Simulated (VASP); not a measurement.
# Be (P6_3/mmc) in VASP: notebook

Runs on Be. Level: PBEsol. Tasks: single point.

All numbers are computed with VASP 6.6.1; they aren't measurements. Logs are shortened: lines on timing, memory, paths and dates and some standing lists are left out, and cuts for length are marked.

## 1. The cell of the first run

It takes space group P6_3/mmc (No. 194, hexagonal). The conventional cell has a = 2.334 Å, b = 2.334 Å, c = 3.493 Å, α = 90.00°, β = 90.00°, γ = 120.00°. Be (site symmetry -6m2) has 12 Be at 2.21 to 2.33 Å within 2.9 Å.

## 2. Single point, PBEsol (strain +0.015 along x and y, -0.030 along z)

The input, INCAR:

```
SYSTEM = Be
ALGO = Normal
EDIFF = 1E-6
ENCUT = 520
GGA = PS
ISIF = 2
ISMEAR = 0
LASPH = .True.
LCHARG = .True.
LELF = .True.
LREAL = .False.
LVHAR = .True.
LWAVE = .False.
NBANDS = 9
NELM = 100
PREC = Accurate
SIGMA = 0.15
```

The input, KPOINTS:

```
k-points
0
Gamma
  24 24 14
  0 0 0
```

The input, POSCAR:

```
Be
1.0
    2.3339945147      0.0000000000      0.0000000000
   -1.1669972574      2.0212985420      0.0000000000
    0.0000000000      0.0000000000      3.4928730000
Be
2
Direct
    0.3333333333      0.6666666667      0.2500000000
    0.6666666667      0.3333333333      0.7500000000
```

Potentials or basis: VASP PAW PBE potentials, release 64 (Be).

On the command line:

```console
> cat potpaw_PBE.64/Be/POTCAR > POTCAR
> mpirun -np 1 vasp_std > vasp.out
```

OUTCAR:

```text
SYSTEM = Be
   EDIFF = 1E-6
   ENCUT = 520
   GGA = PS
   ISIF = 2
   ISMEAR = 0
   LASPH = .True.
   LREAL = .False.
   NELM = 100
   PREC = Accurate

 ion  position               nearest neighbor table
   1  0.333  0.667  0.250-   2 2.21   2 2.21   2 2.21   2 2.21   2 2.21   2 2.21
   2  0.667  0.333  0.750-   1 2.21   1 2.21   1 2.21   1 2.21   1 2.21   1 2.21

  LATTYP: Found a hexagonal cell.
 ALAT       =     2.3339945147
 C/A-ratio  =     1.4965215119

  Lattice vectors:

 A1 = (   2.3339945147,   0.0000000000,   0.0000000000)
 A2 = (  -1.1669972574,   2.0212985420,   0.0000000000)
 A3 = (   0.0000000000,   0.0000000000,   3.4928730000)

Analysis of symmetry for initial positions (statically):
=====================================================================
 Subroutine PRICEL returns:
 Original cell was already a primitive cell.

 Routine SETGRP: Setting up the symmetry group for a
 hexagonal supercell.

 Subroutine GETGRP returns: Found 24 space group operations
 (whereof 12 operations were pure point group operations)
 out of a pool of 24 trial point group operations.

The static configuration has the point symmetry D_3d.
 The point group associated with its full space group is D_6h.

Analysis of symmetry for dynamics (positions and initial velocities):
=====================================================================
 Subroutine PRICEL returns:
 Original cell was already a primitive cell.

 Routine SETGRP: Setting up the symmetry group for a
 hexagonal supercell.

 Subroutine GETGRP returns: Found 24 space group operations
 (whereof 12 operations were pure point group operations)
 out of a pool of 24 trial point group operations.

The dynamic configuration has the point symmetry D_3d.
 The point group associated with its full space group is D_6h.

 Subroutine INISYM returns: Found 24 space group operations
 (whereof 12 operations are pure point group operations),
 and found     1 'primitive' translations

----------------------------------------------------------------------------------------

                                     Primitive cell

  volume of cell :      16.4783

  direct lattice vectors                    reciprocal lattice vectors
     2.333994515  0.000000000  0.000000000     0.428450021  0.247365735  0.000000000
    -1.166997257  2.021298542  0.000000000     0.000000000  0.494731470  0.000000000
     0.000000000  0.000000000  3.492873000     0.000000000  0.000000000  0.286297269

  length of vectors
     2.333994515  2.333994515  3.492873000     0.494731470  0.494731470  0.286297269

  position of ions in fractional coordinates (direct lattice)
     0.333333333  0.666666667  0.250000000
     0.666666667  0.333333333  0.750000000

  ion indices of the primitive-cell ions
   primitive index   ion index
                 1           1
                 2           2

----------------------------------------------------------------------------------------

 KPOINTS: k-points

Automatic generation of k-mesh.
 Grid dimensions read from file:
 generate k-points for:   24   24   14

 Generating k-lattice:

  Cartesian coordinates                     Fractional coordinates (reciprocal lattice)
     0.017852084  0.010306906  0.000000000     0.041666667  0.000000000  0.000000000
     0.000000000  0.020613811  0.000000000     0.000000000  0.041666667  0.000000000
     0.000000000  0.000000000  0.020449805     0.000000000  0.000000000  0.071428571

  Length of vectors
     0.020613811  0.020613811  0.020449805

  Shift w.r.t. Gamma in fractional coordinates (k-lattice)
     0.000000000  0.000000000  0.000000000

 Subroutine IBZKPT returns following result:
 ===========================================

 Found    488 irreducible k-points:

 Following reciprocal coordinates:
            Coordinates               Weight
  0.000000  0.000000  0.000000      1.000000
  0.041667 -0.000000  0.000000      6.000000
  0.083333 -0.000000  0.000000      6.000000
  0.125000 -0.000000  0.000000      6.000000
  0.166667 -0.000000  0.000000      6.000000
  0.208333 -0.000000  0.000000      6.000000
[... 16 lines left out ...]
  0.416667  0.041667  0.000000     12.000000
  0.458333  0.041667  0.000000     12.000000
 [... further k-points ...]
   k-points           NKPTS =    488   k-points in BZ     NKDIM =    488   number of bands    NBANDS=      9
   number of dos      NEDOS =    301   number of ions     NIONS =      2
   total plane-waves  NPLWV =   9072
   dimension x,y,z NGX =    18 NGY =   18 NGZ =   28
   dimension x,y,z NGXF=    36 NGYF=   36 NGZF=   56
   ions per type =               2
   NGX,Y,Z   is equivalent  to a cutoff of  12.82, 12.82, 13.33 a.u.
   NGXF,Y,Z  is equivalent  to a cutoff of  25.64, 25.64, 26.65 a.u.
 SYSTEM =  Be
   PREC   = accura    normal or accurate (medium, high low for compatibility)
   ISTART =      0    job   : 0-new  1-cont  2-samecut
   ICHARG =      2    charge: 1-file 2-atom 10-const
   ISPIN  =      1    spin polarized calculation?
   LNONCOLLINEAR =      F non collinear calculations
   LSORBIT =      F    spin-orbit coupling
   LASPH  =      T    aspherical Exc in radial PAW
   ENCUT  =  520.0 eV  38.22 Ry    6.18 a.u.   4.34  4.34  6.49*2*pi/ulx,y,z
   NELM   =    100;   NELMIN=  2; NELMDL= -5     # of ELM steps
   EDIFF  = 0.1E-05   stopping-criterion for ELM
   LREAL  =      F    real-space projection
   EDIFFG = 0.1E-04   stopping-criterion for IOM
   NSW    =      0    number of steps for IOM
   IBRION =     -1    ionic relax: 0-MD 1-quasi-New 2-CG
   NFREE  =      0    steps in history (QN), initial steepest desc. (CG)
   ISIF   =      2    stress and relaxation
   ISYM   =      2    0-nonsym 1-usesym 2-fastsym
   POTIM  = 0.5000    time-step for ionic-motion
   TEBEG  =    0.0;   TEEND  =   0.0 temperature during run
   PSTRESS=    0.0 pullay stress
   NELECT =       4.0000    total number of electrons
   NUPDOWN=      -1.0000    fix difference up-down
   EMIN   =  10.00;   EMAX   =-10.00  energy-range for DOS
   EFERMI =   0.00;   METHOD = LEGACY
   ISMEAR =     0;   SIGMA  =   0.15  broadening in eV -4-tet -1-fermi 0-gaus
   EFERMI_NEDOS =   21; number of points for ismear=-14 and -15
   IALGO  =     38    algorithm
   IMIX   =      4    mixing-type and parameters
     AMIX     =   0.40;   BMIX     =  1.00
     AMIX_MAG =   1.60;   BMIX_MAG =  1.00
  volume/ion in A,a.u.               =       8.24        55.60
  Fermi-wavevector in a.u.,A,eV,Ry     =   1.021231  1.929846 14.189677  1.042912
  Thomas-Fermi vector in A             =   2.154844
   LORBIT       =      0    0 simple, 1 ext, 2 COOP (PROOUT), +10 PAW based schemes
   GGA     = PS    functional components
   LHFCALC =     F    Hartree Fock is set to
   AEXX    =    0.0000 exact exchange contribution
   IVDW    =     0    specifies the selected vdW correction
   LEPSILON=     F    determine dielectric tensor
   LRPA    =     F    only Hartree local field effects (RPA)
 non-spin polarized calculation
 Gauss-broadening in eV      SIGMA  =   0.15
  energy-cutoff  :      520.00
  volume of cell :       16.48
 maximum number of plane-waves:       470
 NGX is ok and might be reduce to    18
   NGX =  9   NGY =  9   NGZ = 13

 number of electron       4.0000000 magnetization

 Free energy of the ion-electron system (eV)
  ---------------------------------------------------
  ext. energy  EPLUGINS =         0.00000000
  ---------------------------------------------------
  free energy    TOTEN  =        -7.95780531 eV

  energy without entropy =       -7.95600832  energy(sigma->0) =       -7.95690681

 E-fermi :   6.5395     XC(G=0): -10.4713

 val. band max:        6.5277428819   @ k =   0.2917   0.2917   0.2143
 cond. band min:       6.5472630973   @ k =   0.2083   0.1667   0.0000
 fundamental gap:      0.0195202154
 Fermi energy:         6.5395299853

 k-point     1 :       0.0000    0.0000    0.0000
  band No.  band energies     occupation
      1      -4.4334      2.00000
      2       2.8565      2.00000
      3       8.5401      0.00000
      4      21.1751      0.00000
      5      21.1751      0.00000
      6      24.2062      0.00000
      7      24.2062      0.00000
      8      27.7934      0.00000
      9      32.2998      0.00000

 k-point     2 :       0.0417   -0.0000    0.0000
  band No.  band energies     occupation
      1      -4.3860      2.00000
      2       2.9178      2.00000
      3       8.5511      0.00000
      4      20.7826      0.00000
      5      20.8660      0.00000
      6      24.2333      0.00000
      7      24.4158      0.00000
      8      27.6452      0.00000
      9      31.4365      0.00000

 k-point     3 :       0.0833   -0.0000    0.0000
  band No.  band energies     occupation
      1      -4.2436      2.00000
      2       3.1015      2.00000
      3       8.5817      0.00000
      4      19.7533      0.00000
      5      20.1613      0.00000
      6      24.2798      0.00000
      7      24.7961      0.00000
      8      27.1847      0.00000
      9      30.0579      0.00000

 k-point     4 :       0.1250   -0.0000    0.0000
  band No.  band energies     occupation
      1      -4.0062      2.00000
      2       3.4072      2.00000
      3       8.6228      0.00000
      4      18.3632      0.00000
      5      19.3320      0.00000
      6      24.3012      0.00000
      7      25.0366      0.00000
      8      26.3766      0.00000
      9      28.4988      0.00000
[... 205 lines left out ...]
 k-point    22 :       0.3750    0.0417    0.0000
  band No.  band energies     occupation
      1      -0.1426      2.00000
      2       5.6229      2.00000
      3       8.2746      0.00000
      4      12.9659      0.00000
      5      15.0025      0.00000
      6      16.0319      0.00000
      7      18.7561      0.00000
      8      23.3502      0.00000
      9      25.2408      0.00000

 k-point    23 :       0.4167    0.0417    0.0000
  band No.  band energies     occupation
      1       0.7388      2.00000
      2       4.5046      2.00000
      3       9.3351      0.00000
      4      13.3159      0.00000
      5      14.5506      0.00000
      6      14.6471      0.00000
      7      17.9399      0.00000
      8      23.1818      0.00000
      9      25.2535      0.00000

 k-point    24 :       0.4583    0.0417    0.0000
  band No.  band energies     occupation
      1       1.5250      2.00000
      2       3.5863      2.00000
      3      10.2115      0.00000
      4      13.4611      0.00000
      5      13.6961      0.00000
      6      14.3263      0.00000
      7      17.4796      0.00000
      8      23.0957      0.00000
      9      25.2618      0.00000

 [... further k-points ...]

------------------------ aborting loop because EDIFF is reached ----------------------------------------

  FORCE on cell =-STRESS in cart. coord.  units (eV):
  Direction    XX          YY          ZZ          XY          YZ          ZX
  --------------------------------------------------------------------------------------
  -------------------------------------------------------------------------------------
  Total       -0.9612977     -0.9612977      0.5173383      0.0000000      0.0000000      0.0000000
  in kB      -93.4663721    -93.4663721     50.3004747      0.0000000      0.0000000      0.0000000
  external PRESSURE =     -45.5440898 kB  Pullay stress =       0.0000000 kB

 VOLUME and BASIS-vectors are now :
 -----------------------------------------------------------------------------
  energy-cutoff  :      520.00
  volume of cell :       16.48
      direct lattice vectors                 reciprocal lattice vectors
     2.333994515  0.000000000  0.000000000     0.428450021  0.247365735  0.000000000
    -1.166997257  2.021298542  0.000000000     0.000000000  0.494731470  0.000000000
     0.000000000  0.000000000  3.492873000     0.000000000  0.000000000  0.286297269

 POSITION                                       TOTAL-FORCE (eV/Angst)
 -----------------------------------------------------------------------------------
     -0.00000      1.34753      0.87322         0.000000      0.000000      0.000000
      1.16700      0.67377      2.61965        -0.000000     -0.000000      0.000000
 -----------------------------------------------------------------------------------
    total drift:                                0.000000     -0.000000      0.000000

  FREE ENERGIE OF THE ION-ELECTRON SYSTEM (eV)
  ---------------------------------------------------
  free  energy   TOTEN  =        -7.9578053101 eV

  energy  without entropy=       -7.9560083154  energy(sigma->0) =       -7.95690681
```

Run time: 20 s. Hardware: 1 thread of Intel Xeon 6975P-C (Granite Rapids), shared host; peak memory 0.17 GiB.

Results:

| Item | Value |
| --- | --- |
| Free energy | -7.9578 eV |
| Pressure | -4.6 GPa |
| Band gap on the k mesh | zero (bands 2 and 3 overlap by 2.23 eV) |

Caveat: the cell differs from its parent crystal (strain +0.015 along x and y, -0.030 along z); the stress differs along the axes, from -9 to 5 GPa; the PAW data sets were made with another functional, which shifts forces and pressure a little.

(Part 1 of 2 ends here.)

The gap in the log of VASP goes by the Fermi energy; the results here count the filled bands.